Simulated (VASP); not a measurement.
# WSe2 (P6_3/mmc) in VASP: a series of runs, part 2 of 2

VASP 6.6.1.

**4. Single point, PBEsol**

This run uses another cell than the first one, of 20.04 Å³/atom.

Input file INCAR:

```
ALGO = Normal
EDIFF = 1E-7
ENCUT = 520
GGA = PS
ISIF = 2
ISMEAR = 0
LASPH = T
LCHARG = F
LREAL = F
LWAVE = F
NBANDS = 35
NELM = 60
PREC = Accurate
SIGMA = 0.02
```

Input file KPOINTS:

```
k-points
0
Gamma
  12 12 2
```

Input file POSCAR:

```
WSe2
1.0
    3.2732857666      0.0000000000      0.0000000000
   -1.6366428833      2.8347486278      0.0000000000
    0.0000000000      0.0000000000     12.9592056837
W Se
2 4
Direct
    0.6666666627      0.3333333373      0.7500000000
    0.3333333373      0.6666666627      0.2500000000
    0.3333333295      0.6666666705      0.8790125813
    0.6666666705      0.3333333295      0.3790125813
    0.3333333295      0.6666666705      0.6209874187
    0.6666666705      0.3333333295      0.1209874187
```

Potentials or basis: VASP PAW PBE potentials, release 64 (W_sv, Se).

Launch:

```console
> cat potpaw_PBE.64/W_sv/POTCAR potpaw_PBE.64/Se/POTCAR > POTCAR
> mpirun -np 1 vasp_std > vasp.out
```

OUTCAR:

```text
EDIFF = 1E-7
   ENCUT = 520
   GGA = PS
   ISIF = 2
   ISMEAR = 0
   LASPH = T
   LREAL = F
   NELM = 60
   PREC = Accurate

 ion  position               nearest neighbor table
   1  0.667  0.333  0.750-   3 2.52   5 2.52   3 2.52   5 2.52   3 2.52   5 2.52
   2  0.333  0.667  0.250-   4 2.52   6 2.52   4 2.52   6 2.52   4 2.52   6 2.52
   3  0.333  0.667  0.879-   1 2.52   1 2.52   1 2.52
   4  0.667  0.333  0.379-   2 2.52   2 2.52   2 2.52
   5  0.333  0.667  0.621-   1 2.52   1 2.52   1 2.52
   6  0.667  0.333  0.121-   2 2.52   2 2.52   2 2.52

  LATTYP: Found a hexagonal cell.
 ALAT       =     3.2732857666
 C/A-ratio  =     3.9590816714

  Lattice vectors:

 A1 = (   3.2732857666,   0.0000000000,   0.0000000000)
 A2 = (  -1.6366428833,   2.8347486278,   0.0000000000)
 A3 = (   0.0000000000,   0.0000000000,  12.9592056837)

Analysis of symmetry for initial positions (statically):
=====================================================================
 Subroutine PRICEL returns:
 Original cell was already a primitive cell.

 Routine SETGRP: Setting up the symmetry group for a
 hexagonal supercell.

 Subroutine GETGRP returns: Found 24 space group operations
 (whereof 12 operations were pure point group operations)
 out of a pool of 24 trial point group operations.

The static configuration has the point symmetry D_3d.
 The point group associated with its full space group is D_6h.

Analysis of symmetry for dynamics (positions and initial velocities):
=====================================================================
 Subroutine PRICEL returns:
 Original cell was already a primitive cell.

 Routine SETGRP: Setting up the symmetry group for a
 hexagonal supercell.

 Subroutine GETGRP returns: Found 24 space group operations
 (whereof 12 operations were pure point group operations)
 out of a pool of 24 trial point group operations.
[... 124 lines left out ...]
   EFERMI =   0.00;   METHOD = LEGACY
   ISMEAR =     0;   SIGMA  =   0.02  broadening in eV -4-tet -1-fermi 0-gaus
   EFERMI_NEDOS =   21; number of points for ismear=-14 and -15
   IALGO  =     38    algorithm
   IMIX   =      4    mixing-type and parameters
     AMIX     =   0.40;   BMIX     =  1.00
     AMIX_MAG =   1.60;   BMIX_MAG =  1.00
  volume/ion in A,a.u.               =      20.04       135.25
  Fermi-wavevector in a.u.,A,eV,Ry     =   1.237990  2.339461 20.852537  1.532618
  Thomas-Fermi vector in A             =   2.372534
   LORBIT       =      0    0 simple, 1 ext, 2 COOP (PROOUT), +10 PAW based schemes
   GGA     = PS    functional components
   LHFCALC =     F    Hartree Fock is set to
   AEXX    =    0.0000 exact exchange contribution
   IVDW    =     0    specifies the selected vdW correction
   LEPSILON=     F    determine dielectric tensor
   LRPA    =     F    only Hartree local field effects (RPA)
 non-spin polarized calculation
 Gauss-broadening in eV      SIGMA  =   0.02
  energy-cutoff  :      520.00
  volume of cell :      120.25
 maximum number of plane-waves:      3276
   NGX = 13   NGY = 13   NGZ = 49

 number of electron      51.9999994 magnetization

 Free energy of the ion-electron system (eV)
  ---------------------------------------------------
  ext. energy  EPLUGINS =         0.00000000
  ---------------------------------------------------
  free energy    TOTEN  =       -46.54526924 eV

  energy without entropy =      -46.54526924  energy(sigma->0) =      -46.54526924

 E-fermi :   6.5485     XC(G=0): -10.9640

 val. band max:        6.2412691640   @ k =   0.0000   0.0000   0.0000
 cond. band min:       7.1787076131   @ k =   0.1667   0.1667   0.0000
 fundamental gap:      0.9374384491
 Fermi energy:         6.5485090053

 k-point     1 :       0.0000    0.0000    0.0000
  band No.  band energies     occupation
      1     -68.0124      2.00000
      2     -68.0124      2.00000
      3     -32.2762      2.00000
      4     -32.2762      2.00000
      5     -32.1302      2.00000
      6     -32.1302      2.00000
[... 901 lines left out ...]
     34      10.2539      0.00000
     35      11.8125      0.00000

 [... further k-points ...]
[... 5 lines left out ...]
  --------------------------------------------------------------------------------------
  -------------------------------------------------------------------------------------
  Total        0.2820514      0.2820514      0.9198882      0.0000000      0.0000000      0.0000000
  in kB        3.7580451      3.7580451     12.2565646      0.0000000      0.0000000      0.0000000
  external PRESSURE =       6.5908850 kB  Pullay stress =       0.0000000 kB

 VOLUME and BASIS-vectors are now :
 -----------------------------------------------------------------------------
  energy-cutoff  :      520.00
  volume of cell :      120.25
      direct lattice vectors                 reciprocal lattice vectors
     3.273285767  0.000000000  0.000000000     0.305503421  0.176382482  0.000000000
    -1.636642883  2.834748628  0.000000000     0.000000000  0.352764965  0.000000000
     0.000000000  0.000000000 12.959205684     0.000000000  0.000000000  0.077165223

 POSITION                                       TOTAL-FORCE (eV/Angst)
 -----------------------------------------------------------------------------------
      1.63664      0.94492      9.71940        -0.000000     -0.000000     -0.000000
      0.00000      1.88983      3.23980         0.000000      0.000000     -0.000000
     -0.00000      1.88983     11.39130         0.000000      0.000000      0.060770
      1.63664      0.94492      4.91170         0.000000      0.000000      0.060770
     -0.00000      1.88983      8.04750         0.000000      0.000000     -0.060770
      1.63664      0.94492      1.56790         0.000000      0.000000     -0.060770
 -----------------------------------------------------------------------------------
    total drift:                               -0.000028      0.000016     -0.000009

  FREE ENERGIE OF THE ION-ELECTRON SYSTEM (eV)
  ---------------------------------------------------
  free  energy   TOTEN  =       -46.5452692354 eV

  energy  without entropy=      -46.5452692354  energy(sigma->0) =      -46.54526924
```

Wall time 72 s (1 thread of AMD EPYC 9R45 (Zen 5), shared host); peak memory 0.27 GiB.

Results:

| Quantity | Value |
| --- | --- |
| Free energy | -46.5453 eV |
| Pressure | 0.7 GPa |
| Largest force | 0.061 eV/Å |
| Band gap on the k mesh | 0.94 eV (least direct gap 1.56 eV) |

Forces on the atoms (eV/Å):
```
W    0.000  0.000  0.000
W    0.000  0.000  0.000
Se   0.000  0.000  0.061
Se   0.000  0.000  0.061
Se   0.000  0.000 -0.061
Se   0.000  0.000 -0.061
```

Caveat: the PAW data sets were made with another functional, which shifts forces and pressure a little; spin-orbit coupling is left out, which moves the levels of the heavy elements; this functional lacks dispersion, which binds the layers, so the pressure and a relaxed spacing across them are unreliable. A k mesh can miss the band edges.
